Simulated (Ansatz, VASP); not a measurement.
# One calculation of Rh, two programs

File POSCAR:

```
Rh
1.0
    2.7358747295      0.0000000000      0.0000000000
   -1.3679373647      2.3693418753      0.0000000000
    0.0000000000      0.0000000000      8.9423262950
Rh
4
Direct
    0.0000000000      0.0000000000      0.0000000000
    0.3333333333      0.6666666667      0.2500000000
    0.0000000000      0.0000000000      0.5000000000
    0.6666666667      0.3333333333      0.7500000000
```

File INCAR.step1:

```
PREC = Accurate
ENCUT = 520
ISMEAR = 1
SIGMA = 0.1
LREAL = F
LASPH = T
NELM = 100
NBANDS = 38
GGA = PE
ALGO = Normal
EDIFF = 1E-4
LWAVE = T
LCHARG = F
```

Contents of INCAR.step2:

```
PREC = Accurate
ENCUT = 520
EDIFF = 1E-7
ISMEAR = 1
SIGMA = 0.1
LREAL = F
LASPH = T
NELM = 100
ALGO = Normal
ISIF = 2
LWAVE = F
LCHARG = F
METAGGA = R2SCAN
LMIXTAU = T
NBANDS = 38
ISTART = 1
```

Contents of KPOINTS:

```
regular mesh
0
Gamma
  10 10 3
```

Input for Ansatz:

```yaml
crystal:
  lattice:
    - [2.7358747294928136, 0.0, 0.0]
    - [-1.3679373647464068, 2.3693418752982414, 0.0]
    - [0.0, 0.0, 8.942326295002058]
  atoms:
    - { symbol: Rh, position: [0.0, 0.0, 0.0] }
    - { symbol: Rh, position: [0.3333333333333333, 0.6666666666666666, 0.25] }
    - { symbol: Rh, position: [0.0, 0.0, 0.5] }
    - { symbol: Rh, position: [0.6666666666666666, 0.3333333333333333, 0.75] }
basis:
  ecutwfc: 600.0
kpoints:
  mp_grid:
    grid: [10, 10, 3]
hamiltonian:
  xc: r2scan
scf:
  occupations:
    method: methfessel_paxton
output:
  stress: true
```

Alike in both runs: task single point; functional r2SCAN; k mesh 10 × 10 × 3; no spin polarisation.

|  | VASP | Ansatz |
| --- | --- | --- |
| version | VASP 6.6.1 | Ansatz 0.2.0 |
| potentials or method | VASP PAW PBE potentials, release 64 (Rh_pv), cutoff 520 eV | plane waves, PAW |
| occupations | methfessel-paxton of order 1, width 0.1 eV | methfessel-paxton of order 1 |
| valence electrons in the cell | 60 | 68 |

```tsv
	VASP	Ansatz	Ansatz less VASP
pressure (GPa)	-12.3	-13.2	-0.93
traceless stress, the component that is largest in VASP (GPa)	0.55	0.56	+0.012
```

VASP's potentials were made for PBE, not for r2SCAN. VASP's potentials hold 60 valence electrons a cell and Ansatz's 68, so a difference there can come from the potentials and not from the codes. Ansatz's warnings: structure snapped to symmetry.
